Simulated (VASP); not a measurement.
# C in VASP: a series of runs

The runs below take C through single point, relaxation of cell and atoms, with PBEsol.

Program: VASP 6.6.1. These are calculated values, not measurements. Logs are shortened: lines on timing, memory, paths and dates and some standing lists are left out, and cuts for length are marked.

### 1 The cell of the first run

Symmetry: P6_3/mmc, No. 194, hexagonal system. The conventional cell has a = 2.459 Å, b = 2.459 Å, c = 7.286 Å, α = 90.00°, β = 90.00°, γ = 120.00°. C (site symmetry -6m2) has 3 C at 1.42 Å within 1.9 Å. C (site symmetry -6m2) has 3 C at 1.42 Å within 1.9 Å.

### 2 Single point, PBEsol

Input file INCAR:

```
ALGO = Normal
EDIFF = 1E-6
ENCUT = 520
GGA = PS
ISIF = 2
ISMEAR = -1
LASPH = T
LCHARG = F
LREAL = F
LWAVE = F
NBANDS = 16
NELM = 80
PREC = Accurate
SIGMA = 0.08
```

Input file KPOINTS:

```
k-points
0
Gamma
  16 16 6
```

Input file POSCAR:

```
C
1.0
    2.4588354590      0.0000000000      0.0000000000
   -1.2294177295      2.1294139712      0.0000000000
    0.0000000000      0.0000000000      7.2856777555
C
4
Direct
    0.0000000000      0.0000000000      0.0025001780
    0.0000000000      0.0000000000      0.5025001780
    0.3333333333      0.6666666667      0.0024998220
    0.6666666667      0.3333333333      0.5024998220
```

Potentials or basis: VASP PAW PBE potentials, release 64 (C).

Run with:

```
$ cat potpaw_PBE.64/C/POTCAR > POTCAR
$ mpirun -np 1 vasp_std > vasp.out
```

OUTCAR:

```text
EDIFF = 1E-6
   ENCUT = 520
   GGA = PS
   ISIF = 2
   ISMEAR = -1
   LASPH = T
   LREAL = F
   NELM = 80
   PREC = Accurate

 ion  position               nearest neighbor table
   1  0.000  0.000  0.003-   3 1.42   3 1.42   3 1.42
   2  0.000  0.000  0.503-   4 1.42   4 1.42   4 1.42
   3  0.333  0.667  0.002-   1 1.42   1 1.42   1 1.42
   4  0.667  0.333  0.502-   2 1.42   2 1.42   2 1.42

  LATTYP: Found a hexagonal cell.
 ALAT       =     2.4588354590
 C/A-ratio  =     2.9630603092

  Lattice vectors:

 A1 = (   2.4588354590,   0.0000000000,   0.0000000000)
 A2 = (  -1.2294177295,   2.1294139712,   0.0000000000)
 A3 = (   0.0000000000,   0.0000000000,   7.2856777555)

Analysis of symmetry for initial positions (statically):
=====================================================================
 Subroutine PRICEL returns:
 Original cell was already a primitive cell.

 Routine SETGRP: Setting up the symmetry group for a
 hexagonal supercell.

 Subroutine GETGRP returns: Found 24 space group operations
 (whereof  6 operations were pure point group operations)
 out of a pool of 24 trial point group operations.

The static configuration has the point symmetry C_3v.
 The point group associated with its full space group is D_6h.

Analysis of symmetry for dynamics (positions and initial velocities):
=====================================================================
 Subroutine PRICEL returns:
 Original cell was already a primitive cell.

 Routine SETGRP: Setting up the symmetry group for a
 hexagonal supercell.

 Subroutine GETGRP returns: Found 24 space group operations
 (whereof  6 operations were pure point group operations)
 out of a pool of 24 trial point group operations.

The dynamic configuration has the point symmetry C_3v.
 The point group associated with its full space group is D_6h.

 Subroutine INISYM returns: Found 24 space group operations
 (whereof  6 operations are pure point group operations),
 and found     1 'primitive' translations

----------------------------------------------------------------------------------------

                                     Primitive cell

  volume of cell :      38.1469

  direct lattice vectors                    reciprocal lattice vectors
     2.458835459  0.000000000  0.000000000     0.406696591  0.234806387  0.000000000
    -1.229417729  2.129413971  0.000000000     0.000000000  0.469612773  0.000000000
     0.000000000  0.000000000  7.285677756     0.000000000  0.000000000  0.137255590

  length of vectors
     2.458835459  2.458835459  7.285677756     0.469612773  0.469612773  0.137255590

  position of ions in fractional coordinates (direct lattice)
     0.000000000  0.000000000  0.002500178
     0.000000000  0.000000000  0.502500178
     0.333333333  0.666666667  0.002499822
     0.666666667  0.333333333  0.502499822

  ion indices of the primitive-cell ions
   primitive index   ion index
                 1           1
                 2           2
                 3           3
                 4           4

----------------------------------------------------------------------------------------

 KPOINTS: k-points

Automatic generation of k-mesh.
 Grid dimensions read from file:
 generate k-points for:   16   16    6

 Generating k-lattice:

  Cartesian coordinates                     Fractional coordinates (reciprocal lattice)
     0.025418537  0.014675399  0.000000000     0.062500000  0.000000000  0.000000000
     0.000000000  0.029350798  0.000000000     0.000000000  0.062500000  0.000000000
     0.000000000  0.000000000  0.022875932     0.000000000  0.000000000  0.166666667

  Length of vectors
     0.029350798  0.029350798  0.022875932

  Shift w.r.t. Gamma in fractional coordinates (k-lattice)
     0.000000000  0.000000000  0.000000000

 Subroutine IBZKPT returns following result:
 ===========================================

 Found    120 irreducible k-points:

 Following reciprocal coordinates:
            Coordinates               Weight
  0.000000  0.000000  0.000000      1.000000
  0.062500 -0.000000  0.000000      6.000000
  0.125000 -0.000000  0.000000      6.000000
  0.187500 -0.000000  0.000000      6.000000
  0.250000 -0.000000  0.000000      6.000000
  0.312500  0.000000  0.000000      6.000000
[... 16 lines left out ...]
  0.187500  0.187500  0.000000      6.000000
  0.250000  0.187500  0.000000     12.000000
 [... further k-points ...]
   k-points           NKPTS =    120   k-points in BZ     NKDIM =    120   number of bands    NBANDS=     16
   number of dos      NEDOS =    301   number of ions     NIONS =      4
   total plane-waves  NPLWV =  17496
   dimension x,y,z NGX =    18 NGY =   18 NGZ =   54
   dimension x,y,z NGXF=    36 NGYF=   36 NGZF=  108
   ions per type =               4
   NGX,Y,Z   is equivalent  to a cutoff of  12.17, 12.17, 12.32 a.u.
   NGXF,Y,Z  is equivalent  to a cutoff of  24.34, 24.34, 24.64 a.u.
 SYSTEM =  unknown system
   PREC   = accura    normal or accurate (medium, high low for compatibility)
   ISTART =      0    job   : 0-new  1-cont  2-samecut
   ICHARG =      2    charge: 1-file 2-atom 10-const
   ISPIN  =      1    spin polarized calculation?
   LNONCOLLINEAR =      F non collinear calculations
   LSORBIT =      F    spin-orbit coupling
   LASPH  =      T    aspherical Exc in radial PAW
   ENCUT  =  520.0 eV  38.22 Ry    6.18 a.u.   4.57  4.57 13.55*2*pi/ulx,y,z
   NELM   =     80;   NELMIN=  2; NELMDL= -5     # of ELM steps
   EDIFF  = 0.1E-05   stopping-criterion for ELM
   LREAL  =      F    real-space projection
   EDIFFG = 0.1E-04   stopping-criterion for IOM
   NSW    =      0    number of steps for IOM
   IBRION =     -1    ionic relax: 0-MD 1-quasi-New 2-CG
   NFREE  =      0    steps in history (QN), initial steepest desc. (CG)
   ISIF   =      2    stress and relaxation
   ISYM   =      2    0-nonsym 1-usesym 2-fastsym
   POTIM  = 0.5000    time-step for ionic-motion
   TEBEG  =    0.0;   TEEND  =   0.0 temperature during run
   PSTRESS=    0.0 pullay stress
   NELECT =      16.0000    total number of electrons
   NUPDOWN=      -1.0000    fix difference up-down
   EMIN   =  10.00;   EMAX   =-10.00  energy-range for DOS
   EFERMI =   0.00;   METHOD = LEGACY
   ISMEAR =    -1;   SIGMA  =   0.08  broadening in eV -4-tet -1-fermi 0-gaus
   EFERMI_NEDOS =   21; number of points for ismear=-14 and -15
   IALGO  =     38    algorithm
   IMIX   =      4    mixing-type and parameters
     AMIX     =   0.40;   BMIX     =  1.00
     AMIX_MAG =   1.60;   BMIX_MAG =  1.00
  volume/ion in A,a.u.               =       9.54        64.36
  Fermi-wavevector in a.u.,A,eV,Ry     =   1.225448  2.315761 20.432188  1.501723
  Thomas-Fermi vector in A             =   2.360486
   LORBIT       =      0    0 simple, 1 ext, 2 COOP (PROOUT), +10 PAW based schemes
   GGA     = PS    functional components
   LHFCALC =     F    Hartree Fock is set to
   AEXX    =    0.0000 exact exchange contribution
   IVDW    =     0    specifies the selected vdW correction
   LEPSILON=     F    determine dielectric tensor
   LRPA    =     F    only Hartree local field effects (RPA)
 non-spin polarized calculation
  energy-cutoff  :      520.00
  volume of cell :       38.15
 maximum number of plane-waves:      1048
   NGX =  9   NGY =  9   NGZ = 27

 number of electron      15.9999996 magnetization

 Free energy of the ion-electron system (eV)
  ---------------------------------------------------
  ext. energy  EPLUGINS =         0.00000000
  ---------------------------------------------------
  free energy    TOTEN  =       -38.58244150 eV

  energy without entropy =      -38.58226338  energy(sigma->0) =      -38.58235244

 E-fermi :   3.9855     XC(G=0):  -9.9788

 val. band max:        3.5976043104   @ k =   0.3125   0.3125   0.0000
 cond. band min:       4.3908472696   @ k =   0.3125   0.3125   0.0000
 fundamental gap:      0.7932429592
 Fermi energy:         3.9855126961

 k-point     1 :       0.0000    0.0000    0.0000
  band No.  band energies     occupation
      1     -15.6623      2.00000
      2     -15.5042      2.00000
      3      -4.3628      2.00000
      4      -3.0666      2.00000
      5       0.9640      2.00000
      6       0.9640      2.00000
[... 8 lines left out ...]
     15      15.4697      0.00000
     16      15.5775      0.00000

 k-point     2 :       0.0625   -0.0000    0.0000
  band No.  band energies     occupation
      1     -15.5690      2.00000
      2     -15.4118      2.00000
      3      -4.2491      2.00000
      4      -2.9582      2.00000
      5       0.5864      2.00000
      6       0.5982      2.00000
[... 8 lines left out ...]
     15      15.1370      0.00000
     16      15.2590      0.00000

 k-point     3 :       0.1250   -0.0000    0.0000
  band No.  band energies     occupation
      1     -15.2894      2.00000
      2     -15.1355      2.00000
      3      -3.9096      2.00000
      4      -2.6347      2.00000
      5      -0.4296      2.00000
      6      -0.4081      2.00000
[... 8 lines left out ...]
     15      14.2001      0.00000
     16      14.3726      0.00000

 k-point     4 :       0.1875   -0.0000    0.0000
  band No.  band energies     occupation
      1     -14.8255      2.00000
      2     -14.6764      2.00000
      3      -3.3488      2.00000
      4      -2.1022      2.00000
      5      -1.8481      2.00000
      6      -1.8144      2.00000
[... 8 lines left out ...]
     15      15.4611      0.00000
     16      15.4837      0.00000

 k-point     5 :       0.2500   -0.0000    0.0000
  band No.  band energies     occupation
      1     -14.1803      2.00000
      2     -14.0379      2.00000
      3      -3.4630      2.00000
      4      -3.4161      2.00000
      5      -2.5760      2.00000
      6      -1.3735      2.00000
[... 8 lines left out ...]
     15      17.4422      0.00000
     16      17.4641      0.00000

 k-point     6 :       0.3125    0.0000    0.0000
  band No.  band energies     occupation
      1     -13.3590      2.00000
      2     -13.2250      2.00000
      3      -5.1353      2.00000
      4      -5.0746      2.00000
      5      -1.6611      2.00000
      6      -1.6387      2.00000
[... 8 lines left out ...]
     15      19.2113      0.00000
     16      19.5928      0.00000

 k-point     7 :       0.3750   -0.0000    0.0000
  band No.  band energies     occupation
      1     -12.3714      2.00000
      2     -12.2473      2.00000
      3      -6.7744      2.00000
      4      -6.7007      2.00000
      5      -2.1013      2.00000
      6      -2.0779      2.00000
[... 8 lines left out ...]
     15      18.1870      0.00000
     16      20.0009      0.00000

 k-point     8 :       0.4375   -0.0000    0.0000
  band No.  band energies     occupation
      1     -11.2425      2.00000
      2     -11.1320      2.00000
      3      -8.3072      2.00000
      4      -8.2233      2.00000
      5      -2.3747      2.00000
      6      -2.3508      2.00000
[... 8 lines left out ...]
     15      16.7666      0.00000
     16      18.9810      0.00000

 k-point     9 :       0.5000   -0.0000    0.0000
  band No.  band energies     occupation
      1     -10.2976      2.00000
      2     -10.2412      2.00000
      3      -9.3426      2.00000
      4      -9.2990      2.00000
      5      -2.4673      2.00000
      6      -2.4432      2.00000
[... 8 lines left out ...]
     15      17.4240      0.00000
     16      18.3157      0.00000
[... 172 lines left out ...]
 k-point    19 :       0.2500    0.1250    0.0000
  band No.  band energies     occupation
      1     -13.0888      2.00000
      2     -12.9575      2.00000
      3      -5.0529      2.00000
      4      -4.9994      2.00000
      5      -2.7228      2.00000
      6      -2.6913      2.00000
[... 8 lines left out ...]
     15      17.0866      0.00000
     16      17.5681      0.00000

 k-point    20 :       0.3125    0.1250    0.0000
  band No.  band energies     occupation
      1     -12.1075      2.00000
      2     -11.9863      2.00000
      3      -6.6078      2.00000
      4      -6.5388      2.00000
      5      -3.2057      2.00000
      6      -3.1700      2.00000
[... 8 lines left out ...]
     15      17.6305      0.00000
     16      18.2901      0.00000

 k-point    21 :       0.3750    0.1250    0.0000
  band No.  band energies     occupation
      1     -10.9891      2.00000
      2     -10.8815      2.00000
      3      -8.0939      2.00000
      4      -8.0138      2.00000
      5      -3.4963      2.00000
      6      -3.4587      2.00000
[... 8 lines left out ...]
     15      16.6385      0.00000
     16      17.4850      0.00000

 k-point    22 :       0.4375    0.1250    0.0000
  band No.  band energies     occupation
      1     -10.0598      2.00000
      2     -10.0048      2.00000
      3      -9.1044      2.00000
      4      -9.0631      2.00000
      5      -3.5935      2.00000
      6      -3.5552      2.00000
[... 8 lines left out ...]
     15      16.4825      0.00000
     16      17.0661      0.00000

 k-point    23 :       0.1875    0.1875    0.0000
  band No.  band energies     occupation
      1     -13.1794      2.00000
      2     -13.0472      2.00000
      3      -4.5203      2.00000
      4      -4.4922      2.00000
      5      -3.1420      2.00000
      6      -3.1209      2.00000
[... 8 lines left out ...]
     15      15.8856      0.00000
     16      16.0298      0.00000

 k-point    24 :       0.2500    0.1875    0.0000
  band No.  band energies     occupation
      1     -12.2852      2.00000
      2     -12.1621      2.00000
      3      -5.7611      2.00000
      4      -5.7133      2.00000
      5      -3.9634      2.00000
      6      -3.9290      2.00000
[... 8 lines left out ...]
     15      16.6154      0.00000
     16      17.2213      0.00000

 [... further k-points ...]
[... 5 lines left out ...]
  --------------------------------------------------------------------------------------
  -------------------------------------------------------------------------------------
  Total        0.2280622      0.2280622     -0.0095212     -0.0000000     -0.0000000      0.0000000
  in kB        9.5786518      9.5786518     -0.3998906     -0.0000000     -0.0000000      0.0000000
  external PRESSURE =       6.2524710 kB  Pullay stress =       0.0000000 kB

 VOLUME and BASIS-vectors are now :
 -----------------------------------------------------------------------------
  energy-cutoff  :      520.00
  volume of cell :       38.15
      direct lattice vectors                 reciprocal lattice vectors
     2.458835459  0.000000000  0.000000000     0.406696591  0.234806387  0.000000000
    -1.229417729  2.129413971  0.000000000     0.000000000  0.469612773  0.000000000
     0.000000000  0.000000000  7.285677756     0.000000000  0.000000000  0.137255590

 POSITION                                       TOTAL-FORCE (eV/Angst)
 -----------------------------------------------------------------------------------
      0.00000      0.00000      0.01822         0.000000     -0.000000      0.000000
      0.00000      0.00000      3.66105        -0.000000      0.000000      0.000000
     -0.00000      1.41961      0.01821         0.000000     -0.000000     -0.000000
      1.22942      0.70980      3.66105        -0.000000      0.000000      0.000000
 -----------------------------------------------------------------------------------
    total drift:                               -0.000000     -0.000000      0.003101

  FREE ENERGIE OF THE ION-ELECTRON SYSTEM (eV)
  ---------------------------------------------------
  free  energy   TOTEN  =       -38.5824415037 eV

  energy  without entropy=      -38.5822633801  energy(sigma->0) =      -38.58235244
```

It took 72 s on 1 thread of AMD EPYC 7R43 (Zen 3), shared host; peak memory 0.14 GiB.

Results:

```
Free energy : -38.5824 eV
Pressure    : 0.6 GPa
```

Stress tensor (GPa, compression positive):
```
 0.96  0.00  0.00
 0.00  0.96  0.00
 0.00  0.00 -0.04
```

Caveat: this functional lacks dispersion, which binds layers or chains, so the pressure and a relaxed spacing across them are unreliable; the PAW data sets were made with another functional, which shifts forces and pressure a little.

### 3 Relaxation of cell and atoms, PBEsol

This run uses another cell than the first one, of 8.97 Å³/atom.

Input file INCAR:

```
SYSTEM = C
PREC = Accurate ; ENCUT = 600
EDIFF = 1E-7 ; ISMEAR = -1
SIGMA = 0.08 ; LREAL = .FALSE.
LASPH = .TRUE. ; NELM = 80
ALGO = Normal ; ISIF = 3
LWAVE = .FALSE. ; LCHARG = .FALSE.
GGA = PS ; IBRION = 2
NSW = 100 ; EDIFFG = -0.002
```

Input file KPOINTS:

```
Automatic mesh
0
G
  16 16 6
  0 0 0
```

Input file POSCAR:

```
C
1.0
    2.4700000000      0.0000000000      0.0000000000
   -1.2350000000      2.1390827473      0.0000000000
    0.0000000000      0.0000000000      6.7900000000
C
4
Direct
    0.0000000000      0.0000000000      0.0000000000
    0.0000000000      0.0000000000      0.5000000000
    0.3333333333      0.6666666667      0.0050000000
    0.6666666667      0.3333333333      0.5050000000
```

Potentials or basis: VASP PAW PBE potentials, release 64 (C).

Run with:

```
$ cat potpaw_PBE.64/C/POTCAR > POTCAR
$ mpirun -np 1 vasp_std > vasp.out
```

It took 10 min on 1 thread of AMD EPYC 7R43 (Zen 3), shared host; peak memory 0.14 GiB.

The run converged. Its results:

```
Free energy                           : -38.5883 eV
Relaxed volume                        : 9.38 Å³/atom
Relaxed cell                          : a = 2.460 Å, b = 2.460 Å, c = 7.157 Å, α = 90.00°, β = 90.00°, γ = 120.00°
Space group after relaxing (to 0.1 Å) : P6_3/mmc (No. 194)
Energy gained by relaxing             : 7.1 meV/atom
Ionic steps                           : 20
Pressure after relaxing               : 0.0 GPa
```

Step by step:
```csv
step,energy change (eV),largest force (eV/Å),pressure (GPa),volume (Å³)
1,0.0000,0.5697,-3.21,35.88
2,0.0096,0.3506,8.64,34.95
3,-0.0218,0.1488,2.04,35.45
4,-0.0211,0.1763,-1.82,35.86
5,-0.0245,0.0049,0.20,35.64
6,-0.0248,0.0087,0.24,35.70
7,-0.0256,0.0203,0.34,35.87
8,-0.0266,0.0438,0.56,36.22
9,-0.0272,0.0916,1.01,36.91
10,-0.0273,0.0891,0.94,36.94
11,-0.0276,0.0813,0.71,37.04
12,-0.0280,0.0658,0.25,37.24
13,-0.0280,0.0345,-0.63,37.65
14,-0.0281,0.0483,-0.24,37.47
15,-0.0282,0.0378,-0.18,37.48
16,-0.0283,0.0065,0.01,37.50
17,-0.0283,0.0022,0.04,37.50
18,-0.0283,0.0013,0.05,37.50
19,-0.0283,0.0006,0.05,37.50
20,-0.0283,0.0004,0.02,37.50
```

Final structure:
```
C
1.0
     2.45989    0.00000    0.00000
    -1.22995    2.13033    0.00000
     0.00000    0.00000    7.15670
C
4
Direct
  0.00000 0.00000 0.00250
  0.00000 0.00000 0.50250
  0.33333 0.66667 0.00250
  0.66667 0.33333 0.50250
```

Caveat: this functional lacks dispersion, which binds layers or chains, so the pressure and a relaxed spacing across them are unreliable; the PAW data sets were made with another functional, which shifts forces and pressure a little. Zero-point motion and thermal expansion aren't in these numbers.
